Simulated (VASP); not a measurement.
# Si12HCl in VASP: single point with PBE

Aim: the single point of Si12HCl with PBE.

Program: VASP 6.6.1. These are calculated values, not measurements. Logs are shortened: lines on timing, memory, paths and dates and some standing lists are left out, and cuts for length are marked.

## (1) The cell of the first run

The cell holds a slab with vacuum, 14 atoms: a = 3.868 Å, b = 3.868 Å, c = 35.130 Å, α = 90.00°, β = 90.00°, γ = 120.00°.

## (2) Single point, PBE

The input, INCAR:

```
SYSTEM = Si12HCl
PREC = Accurate ; ENCUT = 400
EDIFF = 1E-6 ; ISMEAR = 0
SIGMA = 0.03 ; LREAL = .FALSE.
LASPH = .TRUE. ; NELM = 120
ALGO = Normal ; ISIF = 2
LWAVE = .FALSE. ; LCHARG = .TRUE.
LDIPOL = .TRUE. ; IDIPOL = 3
DIPOL = 0.5 0.5 0.493 ; GGA = PE
LELF = .TRUE. ; LVHAR = .TRUE.
LVACPOTAV = .TRUE. ; NBANDS = 41
GGA_COMPAT = .FALSE. ; NELMDL = -8
```

The input, KPOINTS:

```
regular mesh
0
G
  10 10 1
  0 0 0
```

The input, POSCAR:

```
Si12HCl
1.0
    3.8678033835      0.0000000000      0.0000000000
   -1.9339016918      3.3496159870      0.0000000000
    0.0000000000      0.0000000000     35.1297532500
Si H Cl
12 1 1
Direct
    0.0000000000      0.0000000000      0.7275081043
    0.3333333333      0.6666666667      0.7055405536
    0.3333333333      0.6666666667      0.6380670771
    0.6666666667      0.3333333333      0.6155657471
    0.6666666667      0.3333333333      0.5481677141
    0.0000000000      0.0000000000      0.5257055127
    0.0000000000      0.0000000000      0.4582874429
    0.3333333333      0.6666666667      0.4358179717
    0.3333333333      0.6666666667      0.3684094839
    0.6666666667      0.3333333333      0.3459330827
    0.6666666667      0.3333333333      0.2786672600
    0.0000000000      0.0000000000      0.2561930900
    0.0000000000      0.0000000000      0.2134942400
    0.0000000000      0.0000000000      0.7865994649
```

Potentials or basis: VASP PAW PBE potentials, release 64 (Si, H, Cl).

Started as:

```console
cat potpaw_PBE.64/Si/POTCAR potpaw_PBE.64/H/POTCAR potpaw_PBE.64/Cl/POTCAR > POTCAR
mpirun -np 1 vasp_std > vasp.out
```

OUTCAR:

```text
SYSTEM = Si12HCl
   PREC = Accurate
   ENCUT = 400
   EDIFF = 1E-6
   ISMEAR = 0
   LREAL = .FALSE.
   LASPH = .TRUE.
   NELM = 120
   ISIF = 2
   GGA = PE
   NELMDL = -8

 ion  position               nearest neighbor table
   1  0.000  0.000  0.728-  14 2.08   2 2.36   2 2.36   2 2.36
   2  0.333  0.667  0.706-   1 2.36   1 2.36   1 2.36   3 2.37
   3  0.333  0.667  0.638-   4 2.37   4 2.37   4 2.37   2 2.37
   4  0.667  0.333  0.616-   5 2.37   3 2.37   3 2.37   3 2.37
   5  0.667  0.333  0.548-   4 2.37   6 2.37   6 2.37   6 2.37
   6  0.000  0.000  0.526-   7 2.37   5 2.37   5 2.37   5 2.37
   7  0.000  0.000  0.458-   6 2.37   8 2.37   8 2.37   8 2.37
   8  0.333  0.667  0.436-   9 2.37   7 2.37   7 2.37   7 2.37
   9  0.333  0.667  0.368-   8 2.37  10 2.37  10 2.37  10 2.37
  10  0.667  0.333  0.346-  11 2.36   9 2.37   9 2.37   9 2.37
  11  0.667  0.333  0.279-  10 2.36  12 2.37  12 2.37  12 2.37
  12  0.000  0.000  0.256-  13 1.50  11 2.37  11 2.37  11 2.37
  13  0.000  0.000  0.213-  12 1.50
  14  0.000  0.000  0.787-   1 2.08

  LATTYP: Found a hexagonal cell.
 ALAT       =     3.8678033835
 C/A-ratio  =     9.0826109207

  Lattice vectors:

 A1 = (   3.8678033835,   0.0000000000,   0.0000000000)
 A2 = (  -1.9339016918,   3.3496159870,   0.0000000000)
 A3 = (   0.0000000000,   0.0000000000,  35.1297532500)

Analysis of symmetry for initial positions (statically):
=====================================================================
 Subroutine PRICEL returns:
 Original cell was already a primitive cell.

 Routine SETGRP: Setting up the symmetry group for a
 hexagonal supercell.

 Subroutine GETGRP returns: Found  6 space group operations
 (whereof  6 operations were pure point group operations)
 out of a pool of 24 trial point group operations.

The static configuration has the point symmetry C_3v.

Analysis of symmetry for dynamics (positions and initial velocities):
=====================================================================
 Subroutine PRICEL returns:
 Original cell was already a primitive cell.

 Routine SETGRP: Setting up the symmetry group for a
 hexagonal supercell.

 Subroutine GETGRP returns: Found  6 space group operations
 (whereof  6 operations were pure point group operations)
 out of a pool of 24 trial point group operations.

The dynamic configuration has the point symmetry C_3v.

 Subroutine INISYM returns: Found  6 space group operations
 (whereof  6 operations are pure point group operations),
 and found     1 'primitive' translations

----------------------------------------------------------------------------------------

                                     Primitive cell

  volume of cell :     455.1290

  direct lattice vectors                    reciprocal lattice vectors
     3.867803384  0.000000000  0.000000000     0.258544683  0.149270842  0.000000000
    -1.933901692  3.349615987  0.000000000     0.000000000  0.298541685  0.000000000
     0.000000000  0.000000000 35.129753250     0.000000000  0.000000000  0.028465899

  length of vectors
     3.867803384  3.867803384 35.129753250     0.298541685  0.298541685  0.028465899

  position of ions in fractional coordinates (direct lattice)
     0.000000000  0.000000000  0.727508104
     0.333333333  0.666666667  0.705540554
     0.333333333  0.666666667  0.638067077
     0.666666667  0.333333333  0.615565747
     0.666666667  0.333333333  0.548167714
     0.000000000  0.000000000  0.525705513
     0.000000000  0.000000000  0.458287443
     0.333333333  0.666666667  0.435817972
     0.333333333  0.666666667  0.368409484
     0.666666667  0.333333333  0.345933083
     0.666666667  0.333333333  0.278667260
     0.000000000  0.000000000  0.256193090
     0.000000000  0.000000000  0.213494240
     0.000000000  0.000000000  0.786599465

  ion indices of the primitive-cell ions
   primitive index   ion index
                 1           1
                 2           2
                 3           3
                 4           4
                 5           5
                 6           6
                 7           7
                 8           8
                 9           9
                10          10
                11          11
                12          12
                13          13
                14          14

----------------------------------------------------------------------------------------

 KPOINTS: regular mesh

Automatic generation of k-mesh.
 Grid dimensions read from file:
 generate k-points for:   10   10    1

 Generating k-lattice:

  Cartesian coordinates                     Fractional coordinates (reciprocal lattice)
     0.025854468  0.014927084  0.000000000     0.100000000  0.000000000  0.000000000
     0.000000000  0.029854168  0.000000000     0.000000000  0.100000000  0.000000000
     0.000000000  0.000000000  0.028465899     0.000000000  0.000000000  1.000000000

  Length of vectors
     0.029854168  0.029854168  0.028465899

  Shift w.r.t. Gamma in fractional coordinates (k-lattice)
     0.000000000  0.000000000  0.000000000

 Subroutine IBZKPT returns following result:
 ===========================================

 Found     14 irreducible k-points:

 Following reciprocal coordinates:
            Coordinates               Weight
  0.000000  0.000000  0.000000      1.000000
  0.100000  0.000000  0.000000      6.000000
  0.200000  0.000000  0.000000      6.000000
  0.300000  0.000000  0.000000      6.000000
  0.400000 -0.000000  0.000000      6.000000
  0.500000  0.000000  0.000000      3.000000
  0.100000  0.100000  0.000000      6.000000
  0.200000  0.100000  0.000000     12.000000
  0.300000  0.100000  0.000000     12.000000
  0.400000  0.100000  0.000000     12.000000
  0.200000  0.200000  0.000000      6.000000
  0.300000  0.200000  0.000000     12.000000
  0.400000  0.200000  0.000000      6.000000
  0.300000  0.300000  0.000000      6.000000
   k-points           NKPTS =     14   k-points in BZ     NKDIM =     14   number of bands    NBANDS=     41
   number of dos      NEDOS =    301   number of ions     NIONS =     14
   total plane-waves  NPLWV = 188160
   dimension x,y,z NGX =    28 NGY =   28 NGZ =  240
   dimension x,y,z NGXF=    56 NGYF=   56 NGZF=  480
   ions per type =              12   1   1
   NGX,Y,Z   is equivalent  to a cutoff of  12.03, 12.03, 11.36 a.u.
   NGXF,Y,Z  is equivalent  to a cutoff of  24.07, 24.07, 22.72 a.u.
 SYSTEM =  Si12HCl
   PREC   = accura    normal or accurate (medium, high low for compatibility)
   ISTART =      0    job   : 0-new  1-cont  2-samecut
   ICHARG =      2    charge: 1-file 2-atom 10-const
   ISPIN  =      1    spin polarized calculation?
   LNONCOLLINEAR =      F non collinear calculations
   LSORBIT =      F    spin-orbit coupling
   LASPH  =      T    aspherical Exc in radial PAW
   ENCUT  =  400.0 eV  29.40 Ry    5.42 a.u.   6.31  6.31 57.29*2*pi/ulx,y,z
   NELM   =    120;   NELMIN=  2; NELMDL= -8     # of ELM steps
   EDIFF  = 0.1E-05   stopping-criterion for ELM
   LREAL  =      F    real-space projection
[... 7 lines left out ...]
   TEBEG  =    0.0;   TEEND  =   0.0 temperature during run
   PSTRESS=    0.0 pullay stress
   NELECT =      56.0000    total number of electrons
   NUPDOWN=      -1.0000    fix difference up-down
   EMIN   =  10.00;   EMAX   =-10.00  energy-range for DOS
   EFERMI =   0.00;   METHOD = LEGACY
   ISMEAR =     0;   SIGMA  =   0.03  broadening in eV -4-tet -1-fermi 0-gaus
   EFERMI_NEDOS =   21; number of points for ismear=-14 and -15
   IALGO  =     38    algorithm
   IMIX   =      4    mixing-type and parameters
     AMIX     =   0.40;   BMIX     =  1.00
     AMIX_MAG =   1.60;   BMIX_MAG =  1.00
  volume/ion in A,a.u.               =      32.51       219.38
  Fermi-wavevector in a.u.,A,eV,Ry     =   0.814253  1.538715  9.020770  0.663008
  Thomas-Fermi vector in A             =   1.924126
   LORBIT       =      0    0 simple, 1 ext, 2 COOP (PROOUT), +10 PAW based schemes
   GGA     = PE    functional components
   LHFCALC =     F    Hartree Fock is set to
   AEXX    =    0.0000 exact exchange contribution
   IVDW    =     0    specifies the selected vdW correction
   LEPSILON=     F    determine dielectric tensor
   LRPA    =     F    only Hartree local field effects (RPA)
 non-spin polarized calculation
 Gauss-broadening in eV      SIGMA  =   0.03
  energy-cutoff  :      400.00
  volume of cell :      455.13
 maximum number of plane-waves:      8347
 NGX is ok and might be reduce to    28
   NGX = 13   NGY = 13   NGZ =115

 dipolmoment           0.000000      0.000000     -0.003117 electrons x Angstroem

 number of electron      56.0000000 magnetization

 dipolmoment           0.000000      0.000000      0.076796 electrons x Angstroem

 Free energy of the ion-electron system (eV)
  ---------------------------------------------------
  ext. energy  EPLUGINS =         0.00000000
  ---------------------------------------------------
  free energy    TOTEN  =       -71.59585696 eV

  energy without entropy =      -71.59585696  energy(sigma->0) =      -71.59585696

 E-fermi :   1.1615     XC(G=0):  -5.9173

 val. band max:        1.0365060358   @ k =   0.0000   0.0000   0.0000
 cond. band min:       1.8625874053   @ k =   0.4000  -0.0000   0.0000
 fundamental gap:      0.8260813695
 Fermi energy:         1.1615194181

 k-point     1 :       0.0000    0.0000    0.0000
  band No.  band energies     occupation
      1     -14.6516      2.00000
      2     -10.6731      2.00000
      3     -10.4408      2.00000
      4     -10.0709      2.00000
      5      -9.5977      2.00000
      6      -9.0832      2.00000
[... 32 lines left out ...]
     39       4.2736      0.00000
     40       4.4507      0.00000

 k-point     2 :       0.1000    0.0000    0.0000
  band No.  band energies     occupation
      1     -14.6307      2.00000
      2     -10.5591      2.00000
      3     -10.3279      2.00000
      4      -9.9596      2.00000
      5      -9.4879      2.00000
      6      -8.9741      2.00000
[... 32 lines left out ...]
     39       4.3939      0.00000
     40       4.4346      0.00000

 k-point     3 :       0.2000    0.0000    0.0000
  band No.  band energies     occupation
      1     -14.5753      2.00000
      2     -10.2214      2.00000
      3      -9.9936      2.00000
      4      -9.6305      2.00000
      5      -9.1645      2.00000
      6      -8.6530      2.00000
[... 32 lines left out ...]
     39       4.9997      0.00000
     40       5.0997      0.00000

 k-point     4 :       0.3000    0.0000    0.0000
  band No.  band energies     occupation
      1     -14.5053      2.00000
      2      -9.6762      2.00000
      3      -9.4560      2.00000
      4      -9.1049      2.00000
      5      -8.6529      2.00000
      6      -8.1493      2.00000
[... 32 lines left out ...]
     39       4.7479      0.00000
     40       5.1314      0.00000
[... 342 lines left out ...]
     39       5.1765      0.00000
     40       5.4713      0.00000

 k-point    13 :       0.4000    0.2000    0.0000
  band No.  band energies     occupation
      1     -14.4075      2.00000
      2      -8.1016      2.00000
      3      -8.0012      2.00000
      4      -7.8275      2.00000
      5      -7.5828      2.00000
      6      -7.2703      2.00000
[... 32 lines left out ...]
     39       5.1351      0.00000
     40       5.4057      0.00000

 k-point    14 :       0.3000    0.3000    0.0000
  band No.  band energies     occupation
      1     -14.4007      2.00000
      2      -7.9700      2.00000
      3      -7.8377      2.00000
      4      -7.6458      2.00000
      5      -7.4357      2.00000
      6      -7.2518      2.00000
[... 32 lines left out ...]
     39       6.1852      0.00000
     40       6.3028      0.00000
 [bands above 40 left out]

------------------------ aborting loop because EDIFF is reached ----------------------------------------

  FORCE on cell =-STRESS in cart. coord.  units (eV):
  Direction    XX          YY          ZZ          XY          YZ          ZX
  --------------------------------------------------------------------------------------
  -------------------------------------------------------------------------------------
  Total        0.1662329      0.1662329     -0.3732068     -0.0000000      0.0000000      0.0000000
  in kB        0.5851850      0.5851850     -1.3137891     -0.0000000      0.0000000      0.0000000
  external PRESSURE =      -0.0478064 kB  Pullay stress =       0.0000000 kB

 VOLUME and BASIS-vectors are now :
 -----------------------------------------------------------------------------
  energy-cutoff  :      400.00
  volume of cell :      455.13
      direct lattice vectors                 reciprocal lattice vectors
     3.867803384  0.000000000  0.000000000     0.258544683  0.149270842  0.000000000
    -1.933901692  3.349615987  0.000000000     0.000000000  0.298541685  0.000000000
     0.000000000  0.000000000 35.129753250     0.000000000  0.000000000  0.028465899

 POSITION                                       TOTAL-FORCE (eV/Angst)
 -----------------------------------------------------------------------------------
      0.00000      0.00000     25.55718        -0.000000      0.000000      0.035768
     -0.00000      2.23308     24.78547        -0.000000      0.000000     -0.000151
     -0.00000      2.23308     22.41514         0.000000      0.000000     -0.003181
      1.93390      1.11654     21.62467        -0.000000     -0.000000      0.001164
      1.93390      1.11654     19.25700         0.000000     -0.000000      0.001069
      0.00000      0.00000     18.46790        -0.000000      0.000000     -0.001266
      0.00000      0.00000     16.09952        -0.000000      0.000000      0.001151
     -0.00000      2.23308     15.31018        -0.000000     -0.000000     -0.002147
     -0.00000      2.23308     12.94213        -0.000000     -0.000000      0.001107
      1.93390      1.11654     12.15254         0.000000     -0.000000     -0.002290
      1.93390      1.11654      9.78951         0.000000     -0.000000     -0.211137
      0.00000      0.00000      9.00000        -0.000000      0.000000      0.278776
      0.00000      0.00000      7.50000        -0.000000      0.000000     -0.059448
      0.00000      0.00000     27.63305         0.000000      0.000000     -0.039416
 -----------------------------------------------------------------------------------
    total drift:                               -0.000000      0.000000      0.000073

  FREE ENERGIE OF THE ION-ELECTRON SYSTEM (eV)
  ---------------------------------------------------
  free  energy   TOTEN  =       -71.5958569577 eV

  energy  without entropy=      -71.5958569576  energy(sigma->0) =      -71.59585696

 vacuum level on the upper side and lower side of the slab         6.783         5.711
```

Wall time 15 min (1 thread of Intel Xeon 8259CL, shared host); peak memory 0.53 GiB.

What came out:

| Property | Result |
| --- | --- |
| Free energy | -71.5959 eV |
| Largest force | 0.279 eV/Å |
| Band gap on the k mesh | 0.83 eV (least direct gap 1.52 eV) |

Forces on the atoms (eV/Å):
```
Si   0.000  0.000  0.036
Si   0.000  0.000  0.000
Si   0.000  0.000 -0.003
Si   0.000  0.000  0.001
Si   0.000  0.000  0.001
Si   0.000  0.000 -0.001
Si   0.000  0.000  0.001
Si   0.000  0.000 -0.002
Si   0.000  0.000  0.001
Si   0.000  0.000 -0.002
Si   0.000  0.000 -0.211
Si   0.000  0.000  0.279
H    0.000  0.000 -0.059
Cl   0.000  0.000 -0.039
```
